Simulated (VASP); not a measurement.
## GaCo: single point with PBEsol

The system is GaCo.

```
CELL_PARAMETERS angstrom
2.88310 0.00000 0.00000
0.00000 2.88310 0.00000
0.00000 0.00000 3.02725
ATOMIC_POSITIONS crystal
Ga 0.50000 0.50000 0.50000
Co 0.00000 0.00000 0.00000
```

This cell differs from its parent crystal: strain +0.000 along x and y, +0.050 along z.

```yaml
Program: VASP 6.6.1
Task: single point
Functional: PBEsol
Potentials_or_basis: VASP PAW PBE potentials, release 64 (Ga_d, Co)
Cutoff: 520 eV
k_mesh: 16 × 16 × 16
Occupations: gaussian, width 0.15 eV
Spin: no spin polarisation
```

```json
{
  "Pressure": "-14.9 GPa",
  "Band gap on the k mesh": "zero (band 11 reaches 10.14 eV, above the bottom of band 12 at 8.62 eV)"
}
```

Stress tensor (GPa, compression positive):
```
-14.43   0.00   0.00
  0.00 -14.43   0.00
  0.00   0.00 -15.70
```

Levels at points of the mesh, in eV from the Fermi level:
| k point | band 7 | band 8 | band 9 | band 10 | band 11 | band 12 | band 13 | band 14 | band 15 | band 16 |
| --- | --- | --- | --- | --- | --- | --- | --- | --- | --- | --- |
| (0.00, 0.00, 0.00) | -2.31 | -2.30 | -0.63 | -0.63 | -0.52 | 3.99 | 5.62 | 5.62 | 10.00 | 11.14 |
| (0.50, 0.00, 0.00) | -6.44 | -2.05 | -1.75 | -1.43 | -0.61 | 0.27 | 9.52 | 10.78 | 11.03 | 11.24 |
| (0.50, 0.50, 0.00) | -2.69 | -2.69 | -2.13 | -1.17 | -1.17 | -0.10 | 2.22 | 3.32 | 10.34 | 14.04 |
| (0.00, 0.00, 0.50) | -6.59 | -2.14 | -1.44 | -1.44 | -0.52 | -0.09 | 10.33 | 10.33 | 11.61 | 12.60 |
| (0.50, 0.00, 0.50) | -3.12 | -2.83 | -2.31 | -1.03 | -0.97 | -0.21 | 2.00 | 2.86 | 11.46 | 15.16 |
| (0.50, 0.50, 0.50) | -3.74 | -3.72 | -0.20 | -0.07 | 0.38 | 3.82 | 3.82 | 3.83 | 4.45 | 4.45 |

Wall time 94 s on 1 thread of Intel(R) Xeon(R) Platinum 8259CL CPU @ 2.50GHz (Skylake/Cascade Lake) (shared host), peak memory 0.3 GiB.

Caveat: the cell differs from its parent crystal (strain +0.000 along x and y, +0.050 along z); the PAW data sets were made with another functional, which shifts forces and pressure a little. Spin polarisation is off, so any magnetic state and its effect on volume and gap are missing.
